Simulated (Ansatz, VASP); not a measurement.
Ge in VASP and in Ansatz

```
Ge
1.0
     4.78250    2.76118    2.02900
    -4.78250    2.76118    2.02900
     0.00000   -5.52236    2.02900
Ge
8
Direct
  0.71604 0.71604 0.71604
  0.28396 0.28396 0.28396
  0.02894 0.72536 0.53229
  0.53229 0.02894 0.72536
  0.72536 0.53229 0.02894
  0.97106 0.27464 0.46771
  0.46771 0.97106 0.27464
  0.27464 0.46771 0.97106
```

Alike in both runs: task single point; functional LDA; k mesh 9 × 9 × 9; occupations gaussian, width 0.15 eV; no spin polarisation.

```csv
,VASP,Ansatz
version,VASP 6.6.1,Ansatz 0.2.0
potentials or method,"VASP PAW LDA potentials, release 64 (Ge_d), cutoff 520 eV","scalar-relativistic, plane waves, PAW"
valence electrons in the cell,112,112
```

```csv
,VASP,Ansatz,Ansatz less VASP
gap on the k mesh at the Fermi level (eV),none,none,-
pressure (GPa),0.1,0.0,-0.11
"traceless stress, the component that is largest in VASP (GPa)",-6.26,-6.20,+0.053
rms of the force components (eV/Å),0.262,0.259,-0.0030
```

Ansatz warns that its potentials were made for another functional, while VASP's fit it. LDA's correlation is that of Perdew and Zunger in VASP and of Perdew and Wang (1992) in Ansatz. Atom by atom the forces differ by 0.006 eV/Å (rms over components). A gap of «none» marks a metal or a gap that the smearing closes.
